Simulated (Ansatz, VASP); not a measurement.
# KCl in VASP and in Ansatz

INCAR

```
PREC = Accurate
ENCUT = 520
EDIFF = 1E-8
ISMEAR = 0
SIGMA = 0.01
LREAL = Auto
LASPH = True
NELM = 60
ALGO = Normal
ISIF = 2
LWAVE = False
LCHARG = False
GGA = PE
LEFG = True
NBANDS = 78
```

Contents of KPOINTS:

```
Automatic mesh
0
Gamma
  3 3 3
```

The input POSCAR:

```
KCl
1.0
    7.2680000000      0.0000000000      0.0000000000
    0.0000000000      7.2680000000      0.0000000000
    0.0000000000      0.0000000000      7.2680000000
K Cl
8 8
Direct
    0.0000000000      0.0000000000      0.0000000000
    0.0000000000      0.0000000000      0.5000000000
    0.0000000000      0.5000000000      0.0000000000
    0.0000000000      0.5000000000      0.5000000000
    0.5000000000      0.0000000000      0.0000000000
    0.5000000000      0.0000000000      0.5000000000
    0.5000000000      0.5000000000      0.0000000000
    0.5000000000      0.5000000000      0.5000000000
    0.2500000000      0.2500000000      0.2500000000
    0.2500000000      0.2500000000      0.7500000000
    0.2500000000      0.7500000000      0.2500000000
    0.2500000000      0.7500000000      0.7500000000
    0.7500000000      0.2500000000      0.2500000000
    0.7500000000      0.2500000000      0.7500000000
    0.7500000000      0.7500000000      0.2500000000
    0.7500000000      0.7500000000      0.7500000000
```

Input for Ansatz:

```yaml
crystal:
  lattice:
    - [7.268, 0.0, 0.0]
    - [0.0, 7.268, 0.0]
    - [0.0, 0.0, 7.268]
  atoms:
    - { symbol: K, position: [0.0, 0.0, 0.0] }
    - { symbol: K, position: [0.0, 0.0, 0.5] }
    - { symbol: K, position: [0.0, 0.5, 0.0] }
    - { symbol: K, position: [0.0, 0.5, 0.5] }
    - { symbol: K, position: [0.5, 0.0, 0.0] }
    - { symbol: K, position: [0.5, 0.0, 0.5] }
    - { symbol: K, position: [0.5, 0.5, 0.0] }
    - { symbol: K, position: [0.5, 0.5, 0.5] }
    - { symbol: Cl, position: [0.25, 0.25, 0.25] }
    - { symbol: Cl, position: [0.25, 0.25, 0.75] }
    - { symbol: Cl, position: [0.25, 0.75, 0.25] }
    - { symbol: Cl, position: [0.25, 0.75, 0.75] }
    - { symbol: Cl, position: [0.75, 0.25, 0.25] }
    - { symbol: Cl, position: [0.75, 0.25, 0.75] }
    - { symbol: Cl, position: [0.75, 0.75, 0.25] }
    - { symbol: Cl, position: [0.75, 0.75, 0.75] }
kpoints:
  mp_grid: { grid: [3, 3, 3] }
scf:
  occupations: { method: fixed }
hamiltonian:
  xc: pbe
  pseudopotentials: { kind: paw }
output:
  forces: true
  efg:
    quadrupole_moments_barn: { K: 0.0603, Cl: -0.08112 }
    contact_densities: true
  core_levels:
    shells: { Cl: "2p", K: "2p" }
    counted_from: valence_top
    eps_inf: [2.743, 2.743, 2.743]
```

Alike in both runs: task electric field gradients; functional PBE; k mesh 3 × 3 × 3; no spin polarisation.

|  | VASP | Ansatz |
| --- | --- | --- |
| version | VASP 6.6.1 | Ansatz 0.2.0 |
| potentials or method | VASP PAW PBE potentials, release 64 (K_sv, Cl) | plane-wave PAW, scalar-relativistic |
| plane-wave cutoff (eV) | 520 | 420 |
| occupations | gaussian, width 0.01 eV | fixed |
| valence electrons in the cell | 128 | 128 |

```csv
,VASP,Ansatz,Ansatz less VASP
gap on the k mesh at the Fermi level (eV),5.58,5.58,+0.003
```
